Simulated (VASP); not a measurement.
A run of VASP 6.6.1 is set up as follows.

Contents of INCAR:

```
ALGO     = Normal         # electronic algorithm
EDIFF    = 1E-7           # SCF threshold, eV
ENCUT    = 520            # plane-wave cutoff, eV
GGA      = PS             # functional
ISIF     = 2              # what is computed and relaxed
ISMEAR   = 0              # smearing method
LASPH    = T              # aspherical terms in the spheres
LCHARG   = F              # write CHGCAR
LREAL    = F              # projectors in reciprocal space
LWAVE    = F              # write WAVECAR
NBANDS   = 11             # bands
NELM     = 60             # most SCF steps
PREC     = Accurate       # precision mode
SIGMA    = 0.01           # smearing width, eV
```

KPOINTS

```
k-points
0
Gamma
  8 8 8
```

Contents of POSCAR:

```
Si
1.0
    2.6896415221      2.6896415221      0.0000000000
   -2.6896415221      2.6896415221      0.0000000000
    0.0000000000      2.6896415221      2.7331104760
Si
2
Direct
    0.2500000000      0.7500000000      0.5000000000
    0.0000000000      0.0000000000      0.0000000000
```

Potentials or basis: VASP PAW PBE potentials, release 64 (Si).

Run with:

```console
$ cat potpaw_PBE.64/Si/POTCAR > POTCAR
$ mpirun -np 1 vasp_std > vasp.out
```

(1) What does it give for the pressure?

(2) Predict the band gap on the k mesh.

Answers

(1) 1.5 GPa.

(2) 0.40 eV, indirect (least direct gap 2.47 eV).

Caveat: the cell differs from its parent crystal (in-plane strain -0.01); the PAW data sets were made with another functional, which shifts forces and pressure a little.
